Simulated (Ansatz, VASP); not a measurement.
# PbS in VASP and in Ansatz

The input INCAR:

```
PREC     = Accurate       # precision mode
ENCUT    = 520            # plane-wave cutoff, eV
EDIFF    = 1E-6           # SCF threshold, eV
ISMEAR   = 0              # smearing method
SIGMA    = 0.1            # smearing width, eV
LREAL    = False          # projectors in reciprocal space
LASPH    = True           # aspherical terms in the spheres
NELM     = 60             # most SCF steps
ALGO     = Normal         # electronic algorithm
ISIF     = 2              # what is computed and relaxed
LWAVE    = False          # write WAVECAR
LCHARG   = False          # write CHGCAR
GGA      = PS             # functional
NBANDS   = 17             # bands
```

File KPOINTS:

```
regular mesh
0
Gamma
  10 10 10
```

Contents of POSCAR:

```
PbS
1.0
    3.6536590000      0.0000000000      0.0000000000
    0.0000000000      3.6536590000      0.0000000000
    0.0000000000      0.0000000000      3.6536590000
Pb S
1 1
Direct
    0.0000000000      0.0000000000      0.0000000000
    0.5000000000      0.5000000000      0.6026368361
```

Input for Ansatz:

```yaml
crystal:
  lattice:
    - [3.653659, 0.0, 0.0]
    - [0.0, 3.653659, 0.0]
    - [0.0, 0.0, 3.653659]
  atoms:
    - { symbol: Pb, position: [0.0, 0.0, 0.0] }
    - { symbol: S, position: [0.5, 0.5, 0.6026368361] }
basis:
  ecutwfc: 420
kpoints:
  mp_grid: { grid: [10, 10, 10] }
hamiltonian:
  xc: pbesol
scf:
  occupations: { method: gaussian, width: 0.1 }
output:
  forces: true
  stress: true
  eigenvalues: true
```

Change from the starting cell: one atom moved.

Alike in both runs: task single point; functional PBEsol; k mesh 10 × 10 × 10; occupations gaussian, width 0.1 eV; no spin polarisation.

|  | VASP | Ansatz |
| --- | --- | --- |
| version | VASP 6.6.1 | Ansatz 0.2.0 |
| potentials or method | VASP PAW PBE potentials, release 64 (Pb_d, S), cutoff 520 eV | scalar-relativistic, plane waves, PAW |
| valence electrons in the cell | 20 | 20 |

VASP gave:

- gap on the k mesh at the Fermi level (eV): none
- pressure (GPa): -1.7
- traceless stress, the component that is largest in VASP (GPa): 1.24
- rms of the force components (eV/Å): 0.087

**Question.** What did Ansatz give for the same quantities?

**Answer.** gap on the k mesh at the Fermi level (eV): none; pressure (GPa): -1.7; traceless stress, the component that is largest in VASP (GPa): 1.24; rms of the force components (eV/Å): 0.088.

VASP's potentials were made for PBE, not for PBEsol. Atom by atom the forces differ by 0.001 eV/Å (rms over components). A gap of «none» marks a metal or a gap that the smearing closes.

Spin-orbit coupling is off throughout.
